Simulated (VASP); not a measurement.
# B (P6_3/mmc) in VASP: further runs

Runs on B. Level: revPBE. Tasks: single point, relaxation of cell and atoms.

Program: VASP 6.6.1. These are calculated values, not measurements. Logs are shortened: lines on timing, memory, paths and dates and some standing lists are left out, and cuts for length are marked.

## (1) The cell of the first run

It takes space group P6_3/mmc (No. 194, hexagonal). Conventional cell: a = 1.789 Å, b = 1.789 Å, c = 11.301 Å, α = 90.00°, β = 90.00°, γ = 120.00°. Within 2.4 Å of B (site symmetry -6m2) lie 6 B at 1.79 Å.

This isn't the form of B at room conditions, which is rhombohedral.

## (2) Single point, revPBE (15.67 Å³/atom)

Contents of INCAR:

```
SYSTEM = B
  ALGO = Normal
  EDIFF = 1E-6
  ENCUT = 520
  GGA = RE
  ISIF = 2
  ISMEAR = -1
  LASPH = .True.
  LCHARG = .False.
  LREAL = .False.
  LWAVE = .False.
  NBANDS = 10
  NELM = 60
  PREC = Accurate
  SIGMA = 0.1
```

Contents of KPOINTS:

```
k-points
0
Gamma
  23 23 4
  0 0 0
```

Contents of POSCAR:

```
B
1.0
    1.7891814576      0.0000000000      0.0000000000
   -0.8945907288      1.5494765943      0.0000000000
    0.0000000000      0.0000000000     11.3013200096
B
2
Direct
    0.3333333333      0.6666666667      0.2500000000
    0.6666666667      0.3333333333      0.7500000000
```

Potentials or basis: VASP PAW PBE potentials, release 64 (B).

Launch:

```console
cat potpaw_PBE.64/B/POTCAR > POTCAR
mpirun -np 1 vasp_std > vasp.out
```

OUTCAR:

```text
SYSTEM = B
   EDIFF = 1E-6
   ENCUT = 520
   GGA = RE
   ISIF = 2
   ISMEAR = -1
   LASPH = .True.
   LREAL = .False.
   NELM = 60
   PREC = Accurate

 ion  position               nearest neighbor table
   1  0.333  0.667  0.250-
   2  0.667  0.333  0.750-

  LATTYP: Found a hexagonal cell.
 ALAT       =     1.7891814576
 C/A-ratio  =     6.3164750348

  Lattice vectors:

 A1 = (   1.7891814576,   0.0000000000,   0.0000000000)
 A2 = (  -0.8945907288,   1.5494765943,   0.0000000000)
 A3 = (   0.0000000000,   0.0000000000,  11.3013200096)

Analysis of symmetry for initial positions (statically):
=====================================================================
 Subroutine PRICEL returns:
 Original cell was already a primitive cell.

 Routine SETGRP: Setting up the symmetry group for a
 hexagonal supercell.

 Subroutine GETGRP returns: Found 24 space group operations
 (whereof 12 operations were pure point group operations)
 out of a pool of 24 trial point group operations.

The static configuration has the point symmetry D_3d.
 The point group associated with its full space group is D_6h.

Analysis of symmetry for dynamics (positions and initial velocities):
=====================================================================
 Subroutine PRICEL returns:
 Original cell was already a primitive cell.

 Routine SETGRP: Setting up the symmetry group for a
 hexagonal supercell.

 Subroutine GETGRP returns: Found 24 space group operations
 (whereof 12 operations were pure point group operations)
 out of a pool of 24 trial point group operations.

The dynamic configuration has the point symmetry D_3d.
 The point group associated with its full space group is D_6h.

 Subroutine INISYM returns: Found 24 space group operations
 (whereof 12 operations are pure point group operations),
 and found     1 'primitive' translations

----------------------------------------------------------------------------------------

                                     Primitive cell

  volume of cell :      31.3306

  direct lattice vectors                    reciprocal lattice vectors
     1.789181458  0.000000000  0.000000000     0.558914802  0.322689611  0.000000000
    -0.894590729  1.549476594  0.000000000     0.000000000  0.645379223  0.000000000
     0.000000000  0.000000000 11.301320010     0.000000000  0.000000000  0.088485239

  length of vectors
     1.789181458  1.789181458 11.301320010     0.645379223  0.645379223  0.088485239

  position of ions in fractional coordinates (direct lattice)
     0.333333333  0.666666667  0.250000000
     0.666666667  0.333333333  0.750000000

  ion indices of the primitive-cell ions
   primitive index   ion index
                 1           1
                 2           2

----------------------------------------------------------------------------------------

 KPOINTS: k-points

Automatic generation of k-mesh.
 Grid dimensions read from file:
 generate k-points for:   23   23    4

 Generating k-lattice:

  Cartesian coordinates                     Fractional coordinates (reciprocal lattice)
     0.024300644  0.014029983  0.000000000     0.043478261  0.000000000  0.000000000
     0.000000000  0.028059966  0.000000000     0.000000000  0.043478261  0.000000000
     0.000000000  0.000000000  0.022121310     0.000000000  0.000000000  0.250000000

  Length of vectors
     0.028059966  0.028059966  0.022121310

  Shift w.r.t. Gamma in fractional coordinates (k-lattice)
     0.000000000  0.000000000  0.000000000

 Subroutine IBZKPT returns following result:
 ===========================================

 Found    168 irreducible k-points:

 Following reciprocal coordinates:
            Coordinates               Weight
  0.000000  0.000000  0.000000      1.000000
  0.043478  0.000000  0.000000      6.000000
  0.086957  0.000000  0.000000      6.000000
  0.130435  0.000000  0.000000      6.000000
  0.173913  0.000000  0.000000      6.000000
  0.217391  0.000000  0.000000      6.000000
[... 16 lines left out ...]
  0.478261  0.043478  0.000000      6.000000
  0.086957  0.086957  0.000000      6.000000
 [... further k-points ...]
   k-points           NKPTS =    168   k-points in BZ     NKDIM =    168   number of bands    NBANDS=     10
   number of dos      NEDOS =    301   number of ions     NIONS =      2
   total plane-waves  NPLWV =  16464
   dimension x,y,z NGX =    14 NGY =   14 NGZ =   84
   dimension x,y,z NGXF=    28 NGYF=   28 NGZF=  168
   ions per type =               2
   NGX,Y,Z   is equivalent  to a cutoff of  13.01, 13.01, 12.36 a.u.
   NGXF,Y,Z  is equivalent  to a cutoff of  26.02, 26.02, 24.71 a.u.
 SYSTEM =  B
   PREC   = accura    normal or accurate (medium, high low for compatibility)
   ISTART =      0    job   : 0-new  1-cont  2-samecut
   ICHARG =      2    charge: 1-file 2-atom 10-const
   ISPIN  =      1    spin polarized calculation?
   LNONCOLLINEAR =      F non collinear calculations
   LSORBIT =      F    spin-orbit coupling
   LASPH  =      T    aspherical Exc in radial PAW
   ENCUT  =  520.0 eV  38.22 Ry    6.18 a.u.   3.33  3.33 21.01*2*pi/ulx,y,z
   NELM   =     60;   NELMIN=  2; NELMDL= -5     # of ELM steps
   EDIFF  = 0.1E-05   stopping-criterion for ELM
   LREAL  =      F    real-space projection
   EDIFFG = 0.1E-04   stopping-criterion for IOM
   NSW    =      0    number of steps for IOM
   IBRION =     -1    ionic relax: 0-MD 1-quasi-New 2-CG
   NFREE  =      0    steps in history (QN), initial steepest desc. (CG)
   ISIF   =      2    stress and relaxation
   ISYM   =      2    0-nonsym 1-usesym 2-fastsym
   POTIM  = 0.5000    time-step for ionic-motion
   TEBEG  =    0.0;   TEEND  =   0.0 temperature during run
   PSTRESS=    0.0 pullay stress
   NELECT =       6.0000    total number of electrons
   NUPDOWN=      -1.0000    fix difference up-down
   EMIN   =  10.00;   EMAX   =-10.00  energy-range for DOS
   EFERMI =   0.00;   METHOD = LEGACY
   ISMEAR =    -1;   SIGMA  =   0.10  broadening in eV -4-tet -1-fermi 0-gaus
   EFERMI_NEDOS =   21; number of points for ismear=-14 and -15
   IALGO  =     38    algorithm
   IMIX   =      4    mixing-type and parameters
     AMIX     =   0.40;   BMIX     =  1.00
     AMIX_MAG =   1.60;   BMIX_MAG =  1.00
  volume/ion in A,a.u.               =      15.67       105.71
  Fermi-wavevector in a.u.,A,eV,Ry     =   0.943631  1.783205 12.115175  0.890440
  Thomas-Fermi vector in A             =   2.071358
   LORBIT       =      0    0 simple, 1 ext, 2 COOP (PROOUT), +10 PAW based schemes
   GGA     = RE    functional components
   LHFCALC =     F    Hartree Fock is set to
   AEXX    =    0.0000 exact exchange contribution
   IVDW    =     0    specifies the selected vdW correction
   LEPSILON=     F    determine dielectric tensor
   LRPA    =     F    only Hartree local field effects (RPA)
 non-spin polarized calculation
  energy-cutoff  :      520.00
  volume of cell :       31.33
 maximum number of plane-waves:       866
 NGX is ok and might be reduce to    14
   NGX =  7   NGY =  7   NGZ = 43

 number of electron       6.0000000 magnetization

 Free energy of the ion-electron system (eV)
  ---------------------------------------------------
  ext. energy  EPLUGINS =         0.00000000
  ---------------------------------------------------
  free energy    TOTEN  =       -11.41459438 eV

  energy without entropy =      -11.38563500  energy(sigma->0) =      -11.40011469

 E-fermi :   1.6815     XC(G=0):  -7.0427

 val. band max:        1.5661132533   @ k =   0.2174   0.1739   0.0000
 cond. band min:       1.6938807380   @ k =   0.2609   0.1304   0.0000
 fundamental gap:      0.1277674847
 Fermi energy:         1.6814757142

 k-point     1 :       0.0000    0.0000    0.0000
  band No.  band energies     occupation
      1     -14.4715      2.00000
      2     -14.4671      2.00000
      3      -5.2511      2.00000
      4      -5.1540      2.00000
      5       3.8894      0.00000
      6       5.9705      0.00000
      7       7.0309      0.00000
      8      11.7649      0.00000
      9      14.6721      0.00000
     10      21.2044      0.00000

 k-point     2 :       0.0435    0.0000    0.0000
  band No.  band energies     occupation
      1     -14.3893      2.00000
      2     -14.3849      2.00000
      3      -5.1380      2.00000
      4      -5.0411      2.00000
      5       3.9998      0.00000
      6       6.0866      0.00000
      7       7.1295      0.00000
      8      11.8767      0.00000
      9      14.7453      0.00000
     10      21.3121      0.00000

 k-point     3 :       0.0870    0.0000    0.0000
  band No.  band energies     occupation
      1     -14.1430      2.00000
      2     -14.1388      2.00000
      3      -4.7992      2.00000
      4      -4.7028      2.00000
      5       4.3304      0.00000
      6       6.4346      0.00000
      7       7.4231      0.00000
      8      12.2115      0.00000
      9      14.9479      0.00000
     10      21.5838      0.00000

 k-point     4 :       0.1304    0.0000    0.0000
  band No.  band energies     occupation
      1     -13.7338      2.00000
      2     -13.7298      2.00000
      3      -4.2355      2.00000
      4      -4.1403      2.00000
      5       4.8783      0.00000
      6       7.0138      0.00000
      7       7.9022      0.00000
      8      12.7665      0.00000
      9      15.1997      0.00000
     10      19.9144      0.00000
[... 222 lines left out ...]
 k-point    22 :       0.4348    0.0435    0.0000
  band No.  band energies     occupation
      1      -6.7217      2.00000
      2      -6.7211      2.00000
      3       2.5586      0.00031
      4       2.5627      0.00030
      5       6.0464      0.00000
      6       6.0873      0.00000
      7      14.3968      0.00000
      8      14.6277      0.00000
      9      15.2596      0.00000
     10      15.3174      0.00000

 k-point    23 :       0.4783    0.0435    0.0000
  band No.  band energies     occupation
      1      -6.3341      2.00000
      2      -6.3339      2.00000
      3       2.0119      0.07085
      4       2.0149      0.06882
      5       6.8024      0.00000
      6       6.8175      0.00000
      7      13.6163      0.00000
      8      13.7563      0.00000
      9      15.2397      0.00000
     10      15.2467      0.00000

 k-point    24 :       0.0870    0.0870    0.0000
  band No.  band energies     occupation
      1     -13.4886      2.00000
      2     -13.4847      2.00000
      3      -3.8982      2.00000
      4      -3.8035      2.00000
      5       5.2060      0.00000
      6       7.3607      0.00000
      7       8.1865      0.00000
      8      13.0977      0.00000
      9      15.3396      0.00000
     10      19.7313      0.00000

 [... further k-points ...]

------------------------ aborting loop because EDIFF is reached ----------------------------------------

  FORCE on cell =-STRESS in cart. coord.  units (eV):
  Direction    XX          YY          ZZ          XY          YZ          ZX
  --------------------------------------------------------------------------------------
  -------------------------------------------------------------------------------------
  Total       -3.3448461     -3.3448461     -0.0093087      0.0000000     -0.0000000      0.0000000
  in kB     -171.0480534   -171.0480534     -0.4760258      0.0000000     -0.0000000      0.0000000
  external PRESSURE =    -114.1907109 kB  Pullay stress =       0.0000000 kB

 VOLUME and BASIS-vectors are now :
 -----------------------------------------------------------------------------
  energy-cutoff  :      520.00
  volume of cell :       31.33
      direct lattice vectors                 reciprocal lattice vectors
     1.789181458  0.000000000  0.000000000     0.558914802  0.322689611  0.000000000
    -0.894590729  1.549476594  0.000000000     0.000000000  0.645379223  0.000000000
     0.000000000  0.000000000 11.301320010     0.000000000  0.000000000  0.088485239

 POSITION                                       TOTAL-FORCE (eV/Angst)
 -----------------------------------------------------------------------------------
     -0.00000      1.03298      2.82533        -0.000000     -0.000000      0.000000
      0.89459      0.51649      8.47599         0.000000      0.000000      0.000000
 -----------------------------------------------------------------------------------
    total drift:                               -0.000000      0.000000     -0.000000

  FREE ENERGIE OF THE ION-ELECTRON SYSTEM (eV)
  ---------------------------------------------------
  free  energy   TOTEN  =       -11.4145943763 eV

  energy  without entropy=      -11.3856349988  energy(sigma->0) =      -11.40011469
```

Run time: 64 s. Hardware: 1 thread of AMD EPYC 7R43 (Zen 3), shared host; peak memory 0.12 GiB.

What came out:

```yaml
Free_energy: -11.4146 eV
Pressure: -11.4 GPa
Band_gap_on_the_k_mesh: zero (bands 3 and 4 overlap by 9.96 eV)
```

Caveat: the cell stands under tension; the PAW data sets were made with another functional, which shifts forces and pressure a little.

## (3) Relaxation of cell and atoms, revPBE

This run uses another cell than the first one, of 6.55 Å³/atom.

Contents of INCAR:

```
  ALGO = Normal
  EDIFF = 1E-6
  EDIFFG = -0.01
  ENCUT = 600
  GGA = RE
  IBRION = 2
  ISIF = 3
  ISMEAR = -1
  LASPH = True
  LCHARG = False
  LREAL = False
  LWAVE = False
  NELM = 100
  NSW = 80
  PREC = Accurate
  SIGMA = 0.1
```

Contents of KPOINTS:

```
k-points
0
Gamma
  17 17 9
```

Contents of POSCAR:

```
B
1.0
    2.1005919712      0.0000000000      0.0000000000
   -1.0502959856      1.8191660100      0.0000000000
    0.0000000000      0.0000000000      3.4302666889
B
2
Direct
    0.3333333333      0.6666666667      0.2500000000
    0.6666666667      0.3333333333      0.7500000000
```

Potentials or basis: VASP PAW PBE potentials, release 64 (B).

Launch:

```console
cat potpaw_PBE.64/B/POTCAR > POTCAR
mpirun -np 1 vasp_std > vasp.out
```

It took 4.4 min on 1 thread of AMD EPYC 7R43 (Zen 3), shared host; peak memory 0.09 GiB.

It converged, with:

```yaml
Free_energy: -11.2983 eV
Relaxed_volume: 7.95 Å³/atom
Relaxed_cell: a = 1.721 Å, b = 1.721 Å, c = 6.193 Å, α = 90.00°, β = 90.00°, γ = 120.00°
Space_group_after_relaxing_to_0.1_Å: P6_3/mmc (No. 194)
Energy_gained_by_relaxing: 736.5 meV/atom
Ionic_steps: 26
Pressure_after_relaxing: 0.1 GPa
Band_gap_on_the_k_mesh: zero (bands 3 and 4 overlap by 9.76 eV)
```

Stress tensor (GPa, compression positive):
```
 0.19  0.00  0.00
 0.00  0.19  0.00
 0.00  0.00 -0.07
```

Step by step:
| step | energy change (eV) | largest force (eV/Å) | pressure (GPa) | volume (Å³) |
| --- | --- | --- | --- | --- |
| 1 | 0.0000 | 0.0000 | -16.87 | 13.11 |
| 2 | -0.0940 | 0.0000 | 5.03 | 11.84 |
| 3 | -0.0940 | 0.0000 | 4.75 | 11.85 |
| 4 | -0.1493 | 0.0000 | 5.95 | 11.86 |
| 5 | -0.3601 | 0.0000 | 14.75 | 11.80 |
| 6 | -0.4901 | 0.0000 | 52.93 | 11.35 |
| 7 | -0.4504 | 0.0000 | 63.35 | 11.21 |
| 8 | -0.3594 | 0.0000 | 91.72 | 10.89 |
| 9 | -0.3617 | 0.0000 | 92.10 | 10.90 |
| 10 | -0.3679 | 0.0000 | 93.18 | 10.91 |
| 11 | -0.3776 | 0.0000 | 95.42 | 10.94 |
| 12 | -0.3833 | 0.0000 | 100.19 | 10.99 |
| 13 | -0.3987 | 0.0000 | 99.21 | 11.02 |
| 14 | -0.4439 | 0.0000 | 96.31 | 11.10 |
| 15 | -0.5309 | 0.0000 | 90.71 | 11.27 |
| 16 | -0.6903 | 0.0000 | 80.31 | 11.60 |
| 17 | -0.9554 | 0.0000 | 61.77 | 12.29 |
| 18 | -1.2962 | 0.0000 | 32.77 | 13.72 |
| 19 | -1.4370 | 0.0000 | -2.15 | 16.82 |
| 20 | -1.4548 | 0.0000 | 4.82 | 16.00 |
| 21 | -1.4547 | 0.0000 | 5.99 | 15.87 |
| 22 | -1.4631 | 0.0000 | 4.47 | 15.87 |
| 23 | -1.4729 | 0.0000 | 0.41 | 15.85 |
| 24 | -1.4729 | 0.0000 | 0.53 | 15.85 |
| 25 | -1.4730 | 0.0000 | 0.40 | 15.86 |
| 26 | -1.4730 | 0.0000 | 0.10 | 15.89 |

Final structure:
```yaml
crystal:
  lattice:
    - [1.72139, 0.00000, 0.00000]
    - [-0.86070, 1.49077, 0.00000]
    - [0.00000, 0.00000, 6.19319]
  atoms:
    - { symbol: B, position: [0.33333, 0.66667, 0.25000] }
    - { symbol: B, position: [0.66667, 0.33333, 0.75000] }
```

Levels at points of the mesh, in eV from the Fermi level:
| k point | band 1 | band 2 | band 3 | band 4 | band 5 | band 6 | band 7 |
| --- | --- | --- | --- | --- | --- | --- | --- |
| (0.00, 0.00, 0.00) | -17.36 | -16.37 | -9.28 | -5.13 | 3.96 | 14.52 | 20.83 |

Caveat: the volume moved by over 15 % at a fixed basis, so the end points are rough; the PAW data sets were made with another functional, which shifts forces and pressure a little.

## (4) Single point, revPBE

This run uses another cell than the first one, of 13.99 Å³/atom.

Contents of INCAR:

```
SYSTEM = B
  PREC = Accurate
  ENCUT = 520
  EDIFF = 1E-6
  ISMEAR = -1
  SIGMA = 0.1
  LREAL = .False.
  LASPH = .True.
  NELM = 80
  ALGO = Normal
  ISIF = 2
  LWAVE = .False.
  LCHARG = .False.
  GGA = RE
  NBANDS = 10
```

Contents of KPOINTS:

```
Automatic mesh
0
Gamma
  34 34 5
  0 0 0
```

Contents of POSCAR:

```
B
1.0
    1.7228536253      0.0000000000      0.0000000000
   -0.8614268127      1.4920350066      0.0000000000
    0.0000000000      0.0000000000     10.8823619131
B
2
Direct
    0.3333333333      0.6666666667      0.2500000000
    0.6666666667      0.3333333333      0.7500000000
```

Launch:

```console
cat potpaw_PBE.64/B/POTCAR > POTCAR
mpirun -np 1 vasp_std > vasp.out
```

Run time: 2.2 min. Hardware: 1 thread of AMD EPYC 7R43 (Zen 3), shared host; peak memory 0.16 GiB.

The run converged. Its results:

* Free energy: -11.5697 eV
* Pressure: -0.9 GPa
* Band gap on the k mesh: zero (bands 3 and 4 overlap by 10.79 eV)

Stress tensor (GPa, compression positive):
```
-1.37  0.00  0.00
 0.00 -1.37  0.00
 0.00  0.00  0.03
```

Levels at points of the mesh, in eV from the Fermi level:
| k point | band 1 | band 2 | band 3 | band 4 | band 5 | band 6 | band 7 | band 8 |
| --- | --- | --- | --- | --- | --- | --- | --- | --- |
| (0.00, 0.00, 0.00) | -16.90 | -16.90 | -7.61 | -7.49 | 1.97 | 4.24 | 5.42 | 10.56 |
| (0.50, 0.00, 0.00) | -8.63 | -8.63 | 1.08 | 1.08 | 5.60 | 5.62 | 12.39 | 12.55 |

Caveat: the PAW data sets were made with another functional, which shifts forces and pressure a little; this functional lacks dispersion, which binds the layers, so the pressure and a relaxed spacing across them are unreliable.

## (5) Summary

```tsv
task	cell	k mesh	cutoff (eV)	gap on the mesh (eV)	pressure (GPa)
single point	a = 1.789, b = 1.789, c = 11.301 Å, angles 90.0, 90.0, 120.0°, 2 atoms	23 × 23 × 4	520	none	-11.4
relaxation of cell and atoms	relaxed from a = 2.101, b = 2.101, c = 3.430 Å, angles 90.0, 90.0, 120.0°, 2 atoms	17 × 17 × 9	600	none	0.1
single point	a = 1.723, b = 1.723, c = 10.882 Å, angles 90.0, 90.0, 120.0°, 2 atoms	34 × 34 × 5	520	none	-0.9
```

Alike in all rows: level revPBE; potentials or basis VASP PAW PBE potentials, release 64 (B); no spin polarisation; smearing fermi-dirac 0.1 eV.

Caveats: the PAW data sets were made with another functional, which shifts forces and pressure a little; the cell stands under tension (at least some runs); the volume moved by over 15 % at a fixed basis, so the end points are rough (at least some runs); this functional lacks dispersion, which binds the layers, so the pressure and a relaxed spacing across them are unreliable (at least some runs).

Total energies depend on the potentials used, so only differences within one code and one set of settings carry meaning.
